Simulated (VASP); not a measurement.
A run of VASP 6.6.1:

Contents of INCAR:

```
SYSTEM = Nb8H7
PREC     = Accurate       ! precision mode
ENCUT    = 400            ! plane-wave cutoff, eV
EDIFF    = 1E-6           ! SCF threshold, eV
ISMEAR   = -1             ! smearing method
SIGMA    = 0.1            ! smearing width, eV
LREAL    = .False.        ! projectors in reciprocal space
LASPH    = .True.         ! aspherical terms in the spheres
NELM     = 120            ! most SCF steps
ALGO     = Normal         ! electronic algorithm
ISIF     = 2              ! what is computed and relaxed
LWAVE    = .False.        ! write WAVECAR
LCHARG   = .False.        ! write CHGCAR
GGA      = PS             ! functional
NBANDS   = 68             ! bands
GGA_COMPAT= .False.
```

Contents of KPOINTS:

```
Automatic mesh
0
Gamma
  3 3 3
  0 0 0
```

File POSCAR:

```
Nb8H7
1.0
   -3.2139280000      3.2139280000      3.9686020000
    3.2139280000     -3.2139280000      3.9686020000
    3.2139280000      3.2139280000     -3.9686020000
Nb H
8 7
Direct
    0.0000000000      0.0000000000      0.0000000000
    0.0000000000      0.0000000000      0.5000000000
    0.0000000000      0.5000000000      0.0000000000
    0.0000000000      0.5000000000      0.5000000000
    0.5000000000      0.0000000000      0.0000000000
    0.5000000000      0.0000000000      0.5000000000
    0.5000000000      0.5000000000      0.0000000000
    0.5000000000      0.5000000000      0.5000000000
    0.2500000000      0.2500000000      0.5000000000
    0.2500000000      0.7500000000      0.0000000000
    0.2500000000      0.7500000000      0.5000000000
    0.7500000000      0.2500000000      0.0000000000
    0.7500000000      0.2500000000      0.5000000000
    0.7500000000      0.7500000000      0.0000000000
    0.7500000000      0.7500000000      0.5000000000
```

Potentials or basis: VASP PAW PBE potentials, release 64 (Nb_sv, H).

Run with:

```sh
$ cat potpaw_PBE.64/Nb_sv/POTCAR potpaw_PBE.64/H/POTCAR > POTCAR
$ mpirun -np 1 vasp_std > vasp.out
```

Hardware: 1 thread of AMD EPYC 7R43 64-Core Processor (Zen 3), with other jobs on the host.

Task: How long does it take, and how much memory?

Result: Run time: 110 s on 1 thread of AMD EPYC 7R43 64-Core Processor (Zen 3) (shared host), peak memory 0.2 GiB. Counts: scf iterations 14, k points 6.
